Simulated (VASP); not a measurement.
# Au: relaxation of cell and atoms with LDA

Au:

```xyz
1
Lattice="-1.6150 1.6150 1.6150 1.6150 -1.6150 1.6150 1.6150 1.6150 -1.6150" Properties=species:S:1:pos:R:3 pbc="T T T"
Au    0.0000    0.0000    0.0000
```

This isn't the form of Au at room conditions, which is fcc.

```yaml
Program: VASP 6.6.1
Task: relaxation of cell and atoms
Functional: LDA
Potentials_or_basis: VASP PAW LDA potentials, release 64 (Au)
Cutoff: 500 eV
k_mesh: 20 × 20 × 20
Occupations: fermi-dirac, width 0.05 eV
Spin: no spin polarisation
Dipole_correction: no
Further_INCAR_settings: ALGO = Normal; EDIFF = 1e-07; IBRION = 2; EDIFFG = -0.03; NSW = 60; ISIF = 3
```

The relaxed volume is 16.65 Å³/atom, the relaxed cell is a = 2.786 Å, b = 2.786 Å, c = 2.786 Å, α = 109.47°, β = 109.47°, γ = 109.47° and the space group after relaxing (to 0.1 Å) is Im-3m (No. 229). The energy gained by relaxing is 1.4 meV/atom and the ionic steps are 3. The pressure after relaxing is 0.0 GPa and the band gap on the k mesh is zero (an odd number of electrons rules out a gap without spin polarisation).

Step by step:
| step | energy change (eV) | largest force (eV/Å) | pressure (GPa) | volume (Å³) |
| --- | --- | --- | --- | --- |
| 1 | 0.0000 | 0.0000 | -2.18 | 16.85 |
| 2 | 0.0034 | 0.0000 | 4.42 | 16.30 |
| 3 | -0.0014 | 0.0000 | -0.02 | 16.65 |

Final structure:
```
CELL_PARAMETERS angstrom
-1.60873 1.60873 1.60873
1.60873 -1.60873 1.60873
1.60873 1.60873 -1.60873
ATOMIC_POSITIONS crystal
Au 0.00000 0.00000 0.00000
```

Levels at points of the mesh, in eV from the Fermi level:
```tsv
k point	band 4	band 5	band 6	band 7	band 8	band 9
(0.00, 0.00, 0.00)	-5.03	-2.99	-2.99	16.47	16.47	16.47
(0.50, 0.00, 0.00)	-2.77	-1.37	-0.78	3.70	12.34	13.99
(0.50, 0.50, 0.50)	-1.77	-1.77	6.26	6.26	6.26	9.98
```

Wall time 23 s on 1 thread of Intel(R) Xeon(R) 6975P-C (Granite Rapids), with other jobs on the host, peak memory 0.16 GiB.

Caveat: spin-orbit coupling is left out, which moves the levels of the heavy elements.
